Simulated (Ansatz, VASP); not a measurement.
# One calculation of B, two programs

```
B
1.0
     3.01120    0.00000    0.00000
    -1.50560    2.60777    0.00000
     0.00000    0.00000    1.93582
B
2
Direct
  0.33333 0.66667 0.00000
  0.66667 0.33333 0.00000
```

Alike in both runs: functional PBE; k mesh 24 × 24 × 28; occupations gaussian, width 0.1 eV; no spin polarisation.

Ansatz relaxed the structure, and its values are those at the end. VASP's run is a single point on that final structure, the one shown.

|  | VASP | Ansatz |
| --- | --- | --- |
| version | VASP 6.6.1 | Ansatz 0.2.0 |
| potentials or method | VASP PAW PBE potentials, release 64 (B), cutoff 520 eV | scalar-relativistic, plane waves, PAW |
| valence electrons in the cell | 6 | 6 |

```csv
,VASP,Ansatz,Ansatz less VASP
gap on the k mesh at the Fermi level (eV),none,none,-
pressure (GPa),0.0,0.0,-0.05
```

A gap of «none» marks a metal or a gap that the smearing closes.
